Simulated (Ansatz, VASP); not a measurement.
# Two plane-wave programs on BN

```
CELL_PARAMETERS angstrom
2.49824 0.00000 0.00000
-1.24912 2.16354 0.00000
0.00000 0.00000 6.63570
ATOMIC_POSITIONS crystal
N 0.66667 0.33333 0.25000
N 0.33333 0.66667 0.75000
B 0.66667 0.33333 0.75000
B 0.33333 0.66667 0.25000
```

Alike in both runs: functional HF; k mesh 6 × 6 × 2; occupations fermi-dirac, width 0.05 eV; no spin polarisation.

|  | VASP | Ansatz |
| --- | --- | --- |
| version | VASP 6.6.1 | Ansatz 0.2.0 |
| potentials or method | VASP PAW PBE potentials, release 64 (N, B) | Ansatz PAW |
| plane-wave cutoff (eV) | 520 | 420 |
| valence electrons in the cell | 16 | 16 |
| task | single point | band structure |

|  | VASP | Ansatz | Ansatz less VASP |
| --- | --- | --- | --- |
| gap on the k mesh at the Fermi level (eV) | 13.27 | 13.21 | -0.064 |
| least direct gap on the mesh (eV) | 13.83 | 13.77 | -0.062 |
| pressure (GPa) | -0.6 | -0.5 | +0.09 |
| traceless stress, the component that is largest in VASP (GPa) | 4.44 | 5.18 | +0.732 |

VASP's potentials were made for PBE, not for HF. The functional is the same, so the differences come from potentials, cutoffs and numerics.

The k mesh is coarse, so the values compare programs but aren't converged.
